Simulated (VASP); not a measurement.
# As (P6/mmm) in VASP: notebook, part 2 of 2

VASP 6.6.1. The steps go on from the part before.

## 5. Relaxation of cell and atoms, PBE

This run uses another cell than the first one, of 25.76 Å³/atom, 1.985 times its volume.

The input, INCAR:

```
ALGO = Normal
EDIFF = 1E-7
EDIFFG = -0.01
ENCUT = 600
GGA = PE
IBRION = 2
ISIF = 3
ISMEAR = 0
LASPH = T
LCHARG = F
LREAL = F
LWAVE = F
NELM = 100
NSW = 100
PREC = Accurate
SIGMA = 0.1
```

The input, KPOINTS:

```
k-points
0
Gamma
  15 15 20
```

The input, POSCAR:

```
As
1.0
    4.6748009385      0.0000000000      0.0000000000
   -2.3374004692      4.0484963704      0.0000000000
    0.0000000000      0.0000000000      2.7223054817
As
2
Direct
    0.3333333333      0.6666666667      0.0000000000
    0.6666666667      0.3333333333      0.0000000000
```

Potentials or basis: VASP PAW PBE potentials, release 64 (As).

Started as:

```
$ cat potpaw_PBE.64/As/POTCAR > POTCAR
$ mpirun -np 1 vasp_std > vasp.out
```

OUTCAR:

```text
EDIFF = 1E-7
   EDIFFG = -0.01
   ENCUT = 600
   GGA = PE
   IBRION = 2
   ISIF = 3
   ISMEAR = 0
   LASPH = T
   LREAL = F
   NELM = 100
   NSW = 100
   PREC = Accurate

 ion  position               nearest neighbor table
   1  0.333  0.667  0.000-   2 2.70   2 2.70   2 2.70
   2  0.667  0.333  0.000-   1 2.70   1 2.70   1 2.70

  LATTYP: Found a hexagonal cell.
 ALAT       =     4.6748009385
 C/A-ratio  =     0.5823361289

  Lattice vectors:

 A1 = (   4.6748009385,   0.0000000000,   0.0000000000)
 A2 = (  -2.3374004692,   4.0484963704,   0.0000000000)
 A3 = (   0.0000000000,   0.0000000000,   2.7223054817)

Analysis of symmetry for initial positions (statically):
=====================================================================
 Subroutine PRICEL returns:
 Original cell was already a primitive cell.

 Routine SETGRP: Setting up the symmetry group for a
 hexagonal supercell.

 Subroutine GETGRP returns: Found 24 space group operations
 (whereof 24 operations were pure point group operations)
 out of a pool of 24 trial point group operations.

The static configuration has the point symmetry D_6h.

Analysis of symmetry for dynamics (positions and initial velocities):
=====================================================================
 Subroutine PRICEL returns:
 Original cell was already a primitive cell.

 Routine SETGRP: Setting up the symmetry group for a
 hexagonal supercell.

 Subroutine GETGRP returns: Found 24 space group operations
 (whereof 24 operations were pure point group operations)
 out of a pool of 24 trial point group operations.

The dynamic configuration has the point symmetry D_6h.

 Subroutine INISYM returns: Found 24 space group operations
 (whereof 24 operations are pure point group operations),
 and found     1 'primitive' translations

----------------------------------------------------------------------------------------

                                     Primitive cell

  volume of cell :      51.5221

  direct lattice vectors                    reciprocal lattice vectors
     4.674800938  0.000000000  0.000000000     0.213912852  0.123502643  0.000000000
    -2.337400469  4.048496370  0.000000000     0.000000000  0.247005285  0.000000000
     0.000000000  0.000000000  2.722305482     0.000000000  0.000000000  0.367335704

  length of vectors
     4.674800938  4.674800938  2.722305482     0.247005285  0.247005285  0.367335704

  position of ions in fractional coordinates (direct lattice)
     0.333333333  0.666666667  0.000000000
     0.666666667  0.333333333  0.000000000

  ion indices of the primitive-cell ions
   primitive index   ion index
                 1           1
                 2           2

----------------------------------------------------------------------------------------

 KPOINTS: k-points

Automatic generation of k-mesh.
 Grid dimensions read from file:
 generate k-points for:   15   15   20

 Generating k-lattice:

  Cartesian coordinates                     Fractional coordinates (reciprocal lattice)
     0.014260857  0.008233510  0.000000000     0.066666667  0.000000000  0.000000000
     0.000000000  0.016467019  0.000000000     0.000000000  0.066666667  0.000000000
[... 42 lines left out ...]
   total plane-waves  NPLWV =  38400
   dimension x,y,z NGX =    40 NGY =   40 NGZ =   24
   dimension x,y,z NGXF=    80 NGYF=   80 NGZF=   48
   ions per type =               2
   NGX,Y,Z   is equivalent  to a cutoff of  14.22, 14.22, 14.66 a.u.
   NGXF,Y,Z  is equivalent  to a cutoff of  28.45, 28.45, 29.31 a.u.
 SYSTEM =  unknown system
   PREC   = accura    normal or accurate (medium, high low for compatibility)
   ISTART =      0    job   : 0-new  1-cont  2-samecut
   ICHARG =      2    charge: 1-file 2-atom 10-const
   ISPIN  =      1    spin polarized calculation?
   LNONCOLLINEAR =      F non collinear calculations
   LSORBIT =      F    spin-orbit coupling
   LASPH  =      T    aspherical Exc in radial PAW
   ENCUT  =  600.0 eV  44.10 Ry    6.64 a.u.   9.34  9.34  5.44*2*pi/ulx,y,z
   NELM   =    100;   NELMIN=  2; NELMDL= -5     # of ELM steps
   EDIFF  = 0.1E-06   stopping-criterion for ELM
   LREAL  =      F    real-space projection
   EDIFFG = -.1E-01   stopping-criterion for IOM
   NSW    =    100    number of steps for IOM
   IBRION =      2    ionic relax: 0-MD 1-quasi-New 2-CG
   NFREE  =      1    steps in history (QN), initial steepest desc. (CG)
   ISIF   =      3    stress and relaxation
   ISYM   =      2    0-nonsym 1-usesym 2-fastsym
   POTIM  = 0.5000    time-step for ionic-motion
   TEBEG  =    0.0;   TEEND  =   0.0 temperature during run
   PSTRESS=    0.0 pullay stress
   NELECT =      10.0000    total number of electrons
   NUPDOWN=      -1.0000    fix difference up-down
   EMIN   =  10.00;   EMAX   =-10.00  energy-range for DOS
   EFERMI =   0.00;   METHOD = LEGACY
   ISMEAR =     0;   SIGMA  =   0.10  broadening in eV -4-tet -1-fermi 0-gaus
   EFERMI_NEDOS =   21; number of points for ismear=-14 and -15
   IALGO  =     38    algorithm
   IMIX   =      4    mixing-type and parameters
     AMIX     =   0.40;   BMIX     =  1.00
     AMIX_MAG =   1.60;   BMIX_MAG =  1.00
  volume/ion in A,a.u.               =      25.76       173.84
  Fermi-wavevector in a.u.,A,eV,Ry     =   0.947859  1.791193 12.223965  0.898436
  Thomas-Fermi vector in A             =   2.075992
   LORBIT       =      0    0 simple, 1 ext, 2 COOP (PROOUT), +10 PAW based schemes
   GGA     = PE    functional components
   LHFCALC =     F    Hartree Fock is set to
   AEXX    =    0.0000 exact exchange contribution
   IVDW    =     0    specifies the selected vdW correction
   LEPSILON=     F    determine dielectric tensor
   LRPA    =     F    only Hartree local field effects (RPA)
 conjugate gradient relaxation of ions
 non-spin polarized calculation
 Gauss-broadening in eV      SIGMA  =   0.10
  energy-cutoff  :      600.00
  volume of cell :       51.52
 maximum number of plane-waves:      1740
 NGX is ok and might be reduce to    40
   NGX = 19   NGY = 19   NGZ = 11

--------------------------------------- Ionic step        1  -------------------------------------------

 number of electron      10.0000001 magnetization

 Free energy of the ion-electron system (eV)
  ---------------------------------------------------
  ext. energy  EPLUGINS =         0.00000000
  ---------------------------------------------------
  free energy    TOTEN  =        -8.86111796 eV

  energy without entropy =       -8.85521486  energy(sigma->0) =       -8.85816641

------------------------ aborting loop because EDIFF is reached ----------------------------------------

  FORCE on cell =-STRESS in cart. coord.  units (eV):
  Direction    XX          YY          ZZ          XY          YZ          ZX
  --------------------------------------------------------------------------------------
  -------------------------------------------------------------------------------------
  Total       -0.9093700     -0.9093700      1.1519577     -0.0000000      0.0000000      0.0000000
  in kB      -28.2785706    -28.2785706     35.8222930     -0.0000000      0.0000000      0.0000000
  external PRESSURE =      -6.9116161 kB  Pullay stress =       0.0000000 kB
[... 131 lines left out ...]
--------------------------------------- Ionic step        5  -------------------------------------------

 number of electron      10.0000000 magnetization

 Free energy of the ion-electron system (eV)
  ---------------------------------------------------
  ext. energy  EPLUGINS =         0.00000000
  ---------------------------------------------------
  free energy    TOTEN  =        -8.90670498 eV

  energy without entropy =       -8.90116739  energy(sigma->0) =       -8.90393619

 E-fermi :   3.8897     XC(G=0):  -9.0037

 val. band max:        3.8847949880   @ k =   0.0667  -0.0000   0.0000
 cond. band min:       3.9008649861   @ k =   0.1333   0.0000   0.0500
 fundamental gap:      0.0160699981
 Fermi energy:         3.8896810144

 k-point     1 :       0.0000    0.0000    0.0000
  band No.  band energies     occupation
      1     -10.3412      2.00000
      2      -4.7618      2.00000
      3      -0.3851      2.00000
      4      -0.3851      2.00000
      5       3.9113      0.76014
      6       3.9113      0.76014
      7       7.0630      0.00000
      8       8.4827      0.00000
      9      10.9359      0.00000
[... 265 lines left out ...]
 k-point    24 :       0.4000    0.2000    0.0000
  band No.  band energies     occupation
      1      -8.8415      2.00000
      2      -7.9197      2.00000
      3      -1.8804      2.00000
      4       2.1818      2.00000
      5       4.7142      0.00000
      6       8.2926      0.00000
      7       8.3551      0.00000
      8       8.6215      0.00000
      9       9.0245      0.00000

 [... further k-points ...]
[... 5 lines left out ...]
  --------------------------------------------------------------------------------------
  -------------------------------------------------------------------------------------
  Total        0.0074342      0.0074342     -0.0034641      0.0000000      0.0000000      0.0000000
  in kB        0.2322497      0.2322497     -0.1082206      0.0000000      0.0000000      0.0000000
  external PRESSURE =       0.1187596 kB  Pullay stress =       0.0000000 kB
[... 17 lines left out ...]
  FREE ENERGIE OF THE ION-ELECTRON SYSTEM (eV)
  ---------------------------------------------------
  free  energy   TOTEN  =        -8.9067049775 eV

  energy  without entropy=       -8.9011673941  energy(sigma->0) =       -8.90393619

 reached required accuracy - stopping structural energy minimisation
```

OSZICAR:

```text
N       E                     dE             d eps       ncg     rms          rms(c)
DAV:   1     0.366234933817E+02    0.36623E+02   -0.44906E+03  5354   0.101E+03
DAV:   2    -0.722624874761E+01   -0.43850E+02   -0.42535E+02  8198   0.126E+02
DAV:   3    -0.886809116358E+01   -0.16418E+01   -0.16225E+01  6190   0.303E+01
[... 41 lines left out ...]
       N       E                     dE             d eps       ncg     rms          rms(c)
DAV:   1    -0.890675395492E+01   -0.72398E-04   -0.16654E-03  5364   0.244E-01    0.314E-02
DAV:   2    -0.890671953400E+01    0.34421E-04   -0.40942E-05  5397   0.466E-02    0.175E-02
DAV:   3    -0.890670498817E+01    0.14546E-04   -0.41874E-05  5413   0.368E-02    0.358E-03
DAV:   4    -0.890670497747E+01    0.10709E-07   -0.39383E-07  5558   0.526E-03
   5 F= -.89067050E+01 E0= -.89039362E+01  d E =-.206048E-02
```

Run time: 3.2 min. Hardware: 1 thread of Intel Xeon 6975P-C (Granite Rapids), shared host; peak memory 0.32 GiB.

What came out:

* Free energy: -8.9067 eV
* Relaxed volume: 25.64 Å³/atom
* Relaxed cell: a = 4.570 Å, b = 4.570 Å, c = 2.836 Å, α = 90.00°, β = 90.00°, γ = 120.00°
* Space group after relaxing (to 0.05 Å): P6/mmm (No. 191)
* Energy gained by relaxing: 22.8 meV/atom
* Ionic steps: 5
* Pressure after relaxing: 0.0 GPa
* Band gap on the k mesh: zero (band 5 reaches 6.08 eV, above the bottom of band 6 at 2.02 eV)

Step by step:
```
step  energy change (eV)  largest force (eV/Å)  pressure (GPa)  volume (Å³)
   1              0.0000                0.0000           -0.69        51.52
   2             -0.0427                0.0000            0.50        50.66
   3             -0.0435                0.0000            0.77        50.50
   4             -0.0456                0.0000           -0.07        51.37
   5             -0.0456                0.0000            0.01        51.28
```

Final structure:
```xyz
2
Lattice="4.5699 0.0000 0.0000 -2.2849 3.9576 0.0000 0.0000 0.0000 2.8357" Properties=species:S:1:pos:R:3 pbc="T T T"
As    0.0000    2.6384    0.0000
As    2.2849    1.3192    0.0000
```

Levels at points of the mesh, in eV from the Fermi level:
| k point | band 1 | band 2 | band 3 | band 4 | band 5 | band 6 | band 7 | band 8 | band 9 |
| --- | --- | --- | --- | --- | --- | --- | --- | --- | --- |
| (0.00, 0.00, 0.00) | -14.23 | -8.65 | -4.27 | -4.27 | 0.02 | 0.02 | 3.17 | 4.59 | 7.05 |
| (0.00, 0.00, 0.50) | -11.74 | -6.18 | -5.86 | -2.31 | -2.31 | -1.65 | 2.32 | 2.32 | 5.68 |

## 6. Summary

```csv
task,cell,k mesh,cutoff (eV),gap on the mesh (eV),pressure (GPa),relaxed volume (Å³/atom)
relaxation of cell and atoms,"relaxed from a = 2.648, b = 2.648, c = 4.276 Å, angles 90.0, 90.0, 120.0°, 2 atoms",9 × 9 × 4,600,none,0.0,32.66
relaxation of cell and atoms,"relaxed from a = 4.470, b = 4.470, c = 2.944 Å, angles 90.0, 90.0, 120.0°, 2 atoms",6 × 6 × 6,600,none,0.0,25.80
single point,"a = 4.566, b = 4.566, c = 2.834 Å, angles 90.0, 90.0, 120.0°, 2 atoms",15 × 15 × 20,520,none,0.1,-
relaxation of cell and atoms,"relaxed from a = 4.675, b = 4.675, c = 2.722 Å, angles 90.0, 90.0, 120.0°, 2 atoms",15 × 15 × 20,600,none,0.0,25.64
```

Alike in all rows: level PBE; potentials or basis VASP PAW PBE potentials, release 64 (As); no spin polarisation; smearing gaussian 0.1 eV.

Caveats: some runs use coarse meshes; the volume moved by over 15 % at a fixed basis, so the end points are rough (some runs); this functional lacks dispersion, which binds the layers, so the pressure and a relaxed spacing across them are unreliable (some runs).

Total energies depend on the potentials used, so only differences within one code and one set of settings carry meaning.
